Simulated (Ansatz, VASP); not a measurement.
# Two plane-wave programs on BP

Contents of INCAR:

```
SYSTEM = BP
  ALGO = Normal
  EDIFF = 1E-6
  ENCUT = 500
  GGA = PE
  GGA_COMPAT = .FALSE.
  ISIF = 2
  ISMEAR = 0
  LASPH = .TRUE.
  LCHARG = .FALSE.
  LREAL = .FALSE.
  LWAVE = .FALSE.
  NBANDS = 11
  NELM = 120
  PREC = Accurate
  SIGMA = 0.05
```

The input KPOINTS:

```
k-points
0
G
  10 10 10
  0 0 0
```

File POSCAR:

```
BP
1.0
    0.0000000000      2.2741350292      2.2741350292
    2.2741350292      0.0000000000      2.2741350292
    2.2741350292      2.2741350292      0.0000000000
B P
1 1
Direct
    0.0000000000      0.0000000000      0.0000000000
    0.7500000000      0.7500000000      0.7500000000
```

Input for Ansatz:

```yaml
crystal:
  lattice:
    - [0.0, 2.2741350292, 2.2741350292]
    - [2.2741350292, 0.0, 2.2741350292]
    - [2.2741350292, 2.2741350292, 0.0]
  atoms:
    - { symbol: B, position: [0.0, 0.0, 0.0] }
    - { symbol: P, position: [0.75, 0.75, 0.75] }
basis:
  ecutwfc: 520.0
kpoints:
  mp_grid: { grid: [10, 10, 10] }
hamiltonian:
  xc: pbe
scf:
  occupations: { method: gaussian, width: 0.05 }
output:
  forces: true
  stress: true
  eigenvalues: true
```

Alike in both runs: task single point; functional PBE; k mesh 10 × 10 × 10; occupations gaussian, width 0.05 eV; no spin polarisation.

|  | VASP | Ansatz |
| --- | --- | --- |
| version | VASP 6.6.1 | Ansatz 0.2.0 |
| potentials or method | VASP PAW PBE potentials, release 64 (B, P), cutoff 500 eV | scalar-relativistic, plane waves, PAW |
| valence electrons in the cell | 8 | 8 |

|  | VASP | Ansatz | Ansatz less VASP |
| --- | --- | --- | --- |
| gap on the k mesh at the Fermi level (eV) | 1.25 | 1.25 | +0.004 |
| least direct gap on the mesh (eV) | 3.39 | 3.39 | +0.003 |
| pressure (GPa) | -0.2 | 0.0 | +0.21 |
